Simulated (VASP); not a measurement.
# Al (Fm-3m) in VASP: notebook

Al is run at these levels: PBE+D3(BJ); tasks: single point.

All numbers are computed with VASP 6.6.1; they aren't measurements. Logs are shortened: lines on timing, memory, paths and dates and some standing lists are left out, and cuts for length are marked.

### Step 1. The cell of the first run

The structure is cubic, space group Fm-3m (No. 225). Conventional cell: a = 4.022 Å, b = 4.022 Å, c = 4.022 Å, α = 90.00°, β = 90.00°, γ = 90.00°. Al (site symmetry m-3m) has 12 Al at 2.84 Å within 3.7 Å.

### Step 2. Single point, PBE+D3(BJ) (volume scaled by 1.03)

INCAR reads:

```
SYSTEM = Al
  PREC = Accurate
  ENCUT = 520
  EDIFF = 1E-7
  ISMEAR = 0
  SIGMA = 0.1
  LREAL = .FALSE.
  LASPH = .TRUE.
  NELM = 80
  ALGO = Fast
  ISIF = 2
  LWAVE = .FALSE.
  LCHARG = .FALSE.
  GGA = PE
  IVDW = 12
  NBANDS = 8
```

KPOINTS reads:

```
Automatic mesh
0
G
  18 18 18
  0 0 0
```

POSCAR reads:

```
Al
1.0
    0.0000000000      2.0110841355      2.0110841355
    2.0110841355      0.0000000000      2.0110841355
    2.0110841355      2.0110841355      0.0000000000
Al
1
Direct
    0.0000000000      0.0000000000      0.0000000000
```

Potentials or basis: VASP PAW PBE potentials, release 64 (Al).

The run is started by

```console
> cat potpaw_PBE.64/Al/POTCAR > POTCAR
> mpirun -np 1 vasp_std > vasp.out
```

OUTCAR:

```text
SYSTEM = Al
   PREC = Accurate
   ENCUT = 520
   EDIFF = 1E-7
   ISMEAR = 0
   LREAL = .FALSE.
   LASPH = .TRUE.
   NELM = 80
   ISIF = 2
   GGA = PE
   IVDW = 12
 IVDW          = 12

 ion  position               nearest neighbor table
   1  0.000  0.000  0.000-

  LATTYP: Found a face centered cubic cell.
 ALAT       =     4.0221682710

  Lattice vectors:

 A1 = (   0.0000000000,   2.0110841355,   2.0110841355)
 A2 = (   2.0110841355,   0.0000000000,   2.0110841355)
 A3 = (   2.0110841355,   2.0110841355,   0.0000000000)

Analysis of symmetry for initial positions (statically):
=====================================================================
 Subroutine PRICEL returns:
 Original cell was already a primitive cell.

 Routine SETGRP: Setting up the symmetry group for a
 face centered cubic supercell.

 Subroutine GETGRP returns: Found 48 space group operations
 (whereof 48 operations were pure point group operations)
 out of a pool of 48 trial point group operations.

The static configuration has the point symmetry O_h .

Analysis of symmetry for dynamics (positions and initial velocities):
=====================================================================
 Subroutine PRICEL returns:
 Original cell was already a primitive cell.

 Routine SETGRP: Setting up the symmetry group for a
 face centered cubic supercell.

 Subroutine GETGRP returns: Found 48 space group operations
 (whereof 48 operations were pure point group operations)
 out of a pool of 48 trial point group operations.

The dynamic configuration has the point symmetry O_h .

 Subroutine INISYM returns: Found 48 space group operations
 (whereof 48 operations are pure point group operations),
 and found     1 'primitive' translations

----------------------------------------------------------------------------------------

                                     Primitive cell

  volume of cell :      16.2675

  direct lattice vectors                    reciprocal lattice vectors
     0.000000000  2.011084135  2.011084135    -0.248622119  0.248622119  0.248622119
     2.011084135  0.000000000  2.011084135     0.248622119 -0.248622119  0.248622119
     2.011084135  2.011084135  0.000000000     0.248622119  0.248622119 -0.248622119

  length of vectors
     2.844102459  2.844102459  2.844102459     0.430626143  0.430626143  0.430626143

  position of ions in fractional coordinates (direct lattice)
     0.000000000  0.000000000  0.000000000

  ion indices of the primitive-cell ions
   primitive index   ion index
                 1           1

[... 77 lines left out ...]
   ISIF   =      2    stress and relaxation
   ISYM   =      2    0-nonsym 1-usesym 2-fastsym
   POTIM  = 0.5000    time-step for ionic-motion
   TEBEG  =    0.0;   TEEND  =   0.0 temperature during run
   PSTRESS=    0.0 pullay stress
   NELECT =       3.0000    total number of electrons
   NUPDOWN=      -1.0000    fix difference up-down
   EMIN   =  10.00;   EMAX   =-10.00  energy-range for DOS
   EFERMI =   0.00;   METHOD = LEGACY
   ISMEAR =     0;   SIGMA  =   0.10  broadening in eV -4-tet -1-fermi 0-gaus
   EFERMI_NEDOS =   21; number of points for ismear=-14 and -15
   IALGO  =     68    algorithm
   IMIX   =      4    mixing-type and parameters
     AMIX     =   0.40;   BMIX     =  1.00
     AMIX_MAG =   1.60;   BMIX_MAG =  1.00
  volume/ion in A,a.u.               =      16.27       109.78
  Fermi-wavevector in a.u.,A,eV,Ry     =   0.931841  1.760924 11.814307  0.868327
  Thomas-Fermi vector in A             =   2.058376
   LORBIT       =      0    0 simple, 1 ext, 2 COOP (PROOUT), +10 PAW based schemes
   GGA     = PE    functional components
   LHFCALC =     F    Hartree Fock is set to
   AEXX    =    0.0000 exact exchange contribution
   IVDW    =    12    specifies the selected vdW correction
   LEPSILON=     F    determine dielectric tensor
   LRPA    =     F    only Hartree local field effects (RPA)
 non-spin polarized calculation
 RMM-DIIS sequential band-by-band and
 Gauss-broadening in eV      SIGMA  =   0.10
  energy-cutoff  :      520.00
  volume of cell :       16.27
 maximum number of plane-waves:       452
 NGX is ok and might be reduce to    24
   NGX = 11   NGY = 11   NGZ = 11

 number of electron       3.0000000 magnetization

 Free energy of the ion-electron system (eV)
  ---------------------------------------------------
  ext. energy  EPLUGINS =         0.00000000
  ---------------------------------------------------
  free energy    TOTEN  =        -3.74376916 eV

  energy without entropy =       -3.74077953  energy(sigma->0) =       -3.74227435

 E-fermi :   8.1416     XC(G=0): -10.2480

 val. band max:        8.1281587470   @ k =  -0.2778   0.2778   0.0556
 cond. band min:       8.1468605909   @ k =  -0.3889   0.3889   0.0556
 fundamental gap:      0.0187018438
 Fermi energy:         8.1416198432

 k-point     1 :       0.0000    0.0000    0.0000
  band No.  band energies     occupation
      1      -3.0838      2.00000
      2      20.8474      0.00000
      3      20.8474      0.00000
      4      20.8474      0.00000
      5      22.4473      0.00000
      6      22.4473      0.00000
      7      22.4473      0.00000
      8      24.7182      0.00000
[... 243 lines left out ...]
 k-point    24 :      -0.2222    0.0556    0.0000
  band No.  band energies     occupation
      1      -1.4273      2.00000
      2      12.0217      0.00000
      3      17.5230      0.00000
      4      20.3992      0.00000
      5      22.1580      0.00000
      6      23.2210      0.00000
      7      23.6750      0.00000
      8      25.8894      0.00000

 [... further k-points ...]

------------------------ aborting loop because EDIFF is reached ----------------------------------------

 Edisp (eV)   -0.34132

 E8    (eV) :    -0.1527

  FORCE on cell =-STRESS in cart. coord.  units (eV):
  Direction    XX          YY          ZZ          XY          YZ          ZX
  --------------------------------------------------------------------------------------
  -------------------------------------------------------------------------------------
  Total      -0.24488    -0.24488    -0.24488     0.00000    -0.00000     0.00000
  in kB     -24.11834   -24.11834   -24.11834     0.00000    -0.00000     0.00000
  external pressure =      -24.12 kB  Pullay stress =        0.00 kB

 VOLUME and BASIS-vectors are now :
 -----------------------------------------------------------------------------
  energy-cutoff  :      520.00
  volume of cell :       16.27
      direct lattice vectors                 reciprocal lattice vectors
     0.000000000  2.011084135  2.011084135    -0.248622119  0.248622119  0.248622119
     2.011084135  0.000000000  2.011084135     0.248622119 -0.248622119  0.248622119
     2.011084135  2.011084135  0.000000000     0.248622119  0.248622119 -0.248622119

 POSITION                                       TOTAL-FORCE (eV/Angst)
 -----------------------------------------------------------------------------------
      0.00000      0.00000      0.00000         0.000000      0.000000     -0.000000
 -----------------------------------------------------------------------------------
    total drift:                                0.000000     -0.000000     -0.000000

  FREE ENERGIE OF THE ION-ELECTRON SYSTEM (eV)
  ---------------------------------------------------
  free  energy   TOTEN  =        -4.0850931549 eV

  energy  without entropy=       -4.0821035285  energy(sigma->0) =       -4.08359834
```

OSZICAR:

```text
N       E                     dE             d eps       ncg     rms          rms(c)
DAV:   1    -0.234331413489E+01   -0.23433E+01   -0.89039E+02  3152   0.208E+02
DAV:   2    -0.375891177847E+01   -0.14156E+01   -0.13853E+01  4312   0.191E+01
DAV:   3    -0.376647584017E+01   -0.75641E-02   -0.75544E-02  4024   0.154E+00
DAV:   4    -0.376649634152E+01   -0.20501E-04   -0.20501E-04  4888   0.714E-02
DAV:   5    -0.376649637194E+01   -0.30414E-07   -0.29964E-07  4016   0.152E-03    0.133E+00
RMM:   6    -0.375335730373E+01    0.13139E-01   -0.10182E-03  3121   0.183E-01    0.780E-01
RMM:   7    -0.374375250033E+01    0.96048E-02   -0.33467E-03  3667   0.315E-01    0.124E-01
RMM:   8    -0.374376829481E+01   -0.15794E-04   -0.15633E-04  3483   0.787E-02    0.240E-02
RMM:   9    -0.374377026018E+01   -0.19654E-05   -0.23206E-05  3606   0.294E-02    0.119E-02
RMM:  10    -0.374376956678E+01    0.69340E-06   -0.49442E-06  3668   0.138E-02    0.161E-02
RMM:  11    -0.374376924237E+01    0.32441E-06   -0.97027E-07  3692   0.535E-03    0.524E-03
RMM:  12    -0.374376915908E+01    0.83292E-07   -0.31816E-07  3407   0.327E-03
   1 F= -.40850932E+01 E0= -.40835983E+01  d E =-.298963E-02
```

stdout:

```text
POSCAR found type information on POSCAR Al
 POSCAR found :  1 types and       1 ions
 scaLAPACK will be used
 LDA part: xc-table for (Slater+PW92), standard interpolation
 POSCAR, INCAR and KPOINTS ok, starting setup
 FFT: planning ... GRIDC
 FFT: planning ... GRID_SOFT
 FFT: planning ... GRID
 WAVECAR not read
 entering main loop
```

Wall time 13 s (1 thread of Intel Xeon Platinum 8488C (Sapphire Rapids), shared host); peak memory 0.15 GiB.

Results:

```
Free energy                : -4.0851 eV
Pressure                   : -2.4 GPa
Dispersion energy per atom : -0.341 eV
```

Levels at points of the mesh, in eV from the Fermi level:
| k point | band 1 | band 2 | band 3 | band 4 | band 5 | band 6 |
| --- | --- | --- | --- | --- | --- | --- |
| (0.00, 0.00, 0.00) | -11.23 | 12.71 | 12.71 | 12.71 | 14.31 | 14.31 |
| (0.50, 0.00, 0.00) | -4.64 | -4.39 | 11.53 | 11.53 | 11.57 | 11.57 |
| (0.50, 0.50, 0.00) | -2.95 | -1.60 | 5.27 | 5.67 | 5.67 | 9.21 |

Caveat: the cell differs from its parent crystal (volume scaled by 1.03); pairwise dispersion overbinds metals, which lowers pressure and volume.

### Step 3. Single point, PBE+D3(BJ)

This run uses another cell than the first one, of 16.60 Å³/atom, 1.021 times its volume.

INCAR reads:

```
PREC = Accurate ; ENCUT = 520
EDIFF = 1E-6 ; ISMEAR = 0
SIGMA = 0.1 ; LREAL = F
LASPH = T ; NELM = 60
ALGO = Normal ; ISIF = 2
LWAVE = F ; LCHARG = F
GGA = PE ; IVDW = 12
NBANDS = 8
```

KPOINTS reads:

```
regular mesh
0
Gamma
  18 18 18
```

POSCAR reads:

```
Al
1.0
    0.0000000000      2.0248050000      2.0248050000
    2.0248050000      0.0000000000      2.0248050000
    2.0248050000      2.0248050000      0.0000000000
Al
1
Direct
    0.0000000000      0.0000000000      0.0000000000
```

Potentials or basis: VASP PAW PBE potentials, release 64 (Al).

The run is started by

```console
> cat potpaw_PBE.64/Al/POTCAR > POTCAR
> mpirun -np 1 vasp_std > vasp.out
```

OUTCAR:

```text
PREC = Accurate
   ENCUT = 520
   EDIFF = 1E-6
   ISMEAR = 0
   LREAL = F
   LASPH = T
   NELM = 60
   ISIF = 2
   GGA = PE
   IVDW = 12
 IVDW          = 12

 ion  position               nearest neighbor table
   1  0.000  0.000  0.000-

  LATTYP: Found a face centered cubic cell.
 ALAT       =     4.0496100000

  Lattice vectors:

 A1 = (   0.0000000000,   2.0248050000,   2.0248050000)
 A2 = (   2.0248050000,   0.0000000000,   2.0248050000)
 A3 = (   2.0248050000,   2.0248050000,   0.0000000000)

Analysis of symmetry for initial positions (statically):
[... 442 lines left out ...]

 [... further k-points ...]

------------------------ aborting loop because EDIFF is reached ----------------------------------------

 Edisp (eV)   -0.33416

 E8    (eV) :    -0.1494

  FORCE on cell =-STRESS in cart. coord.  units (eV):
  Direction    XX          YY          ZZ          XY          YZ          ZX
  --------------------------------------------------------------------------------------
  -------------------------------------------------------------------------------------
  Total      -0.39891    -0.39891    -0.39891    -0.00000    -0.00000    -0.00000
  in kB     -38.49514   -38.49514   -38.49514    -0.00000    -0.00000    -0.00000
  external pressure =      -38.50 kB  Pullay stress =        0.00 kB

 VOLUME and BASIS-vectors are now :
 -----------------------------------------------------------------------------
  energy-cutoff  :      520.00
  volume of cell :       16.60
      direct lattice vectors                 reciprocal lattice vectors
     0.000000000  2.024805000  2.024805000    -0.246937359  0.246937359  0.246937359
     2.024805000  0.000000000  2.024805000     0.246937359 -0.246937359  0.246937359
     2.024805000  2.024805000  0.000000000     0.246937359  0.246937359 -0.246937359

 POSITION                                       TOTAL-FORCE (eV/Angst)
 -----------------------------------------------------------------------------------
      0.00000      0.00000      0.00000         0.000000      0.000000      0.000000
 -----------------------------------------------------------------------------------
    total drift:                                0.000000      0.000000      0.000000

  FREE ENERGIE OF THE ION-ELECTRON SYSTEM (eV)
  ---------------------------------------------------
  free  energy   TOTEN  =        -4.0785268107 eV

  energy  without entropy=       -4.0756485289  energy(sigma->0) =       -4.07708767
```

Run time: 11 s. Hardware: 1 thread of Intel Xeon Platinum 8488C (Sapphire Rapids), shared host; peak memory 0.15 GiB.

Results:

| Property | Result |
| --- | --- |
| Free energy | -4.0785 eV |
| Pressure | -3.8 GPa |
| Dispersion energy per atom | -0.334 eV |

Levels at points of the mesh, in eV from the Fermi level:
```tsv
k point	band 1	band 2	band 3	band 4	band 5	band 6
(0.00, 0.00, 0.00)	-11.08	12.59	12.59	12.59	14.04	14.04
(0.50, 0.00, 0.00)	-4.56	-4.36	11.35	11.35	11.44	11.44
(0.50, 0.50, 0.00)	-2.90	-1.59	5.27	5.57	5.57	9.02
```

Caveat: pairwise dispersion overbinds metals, which lowers pressure and volume.
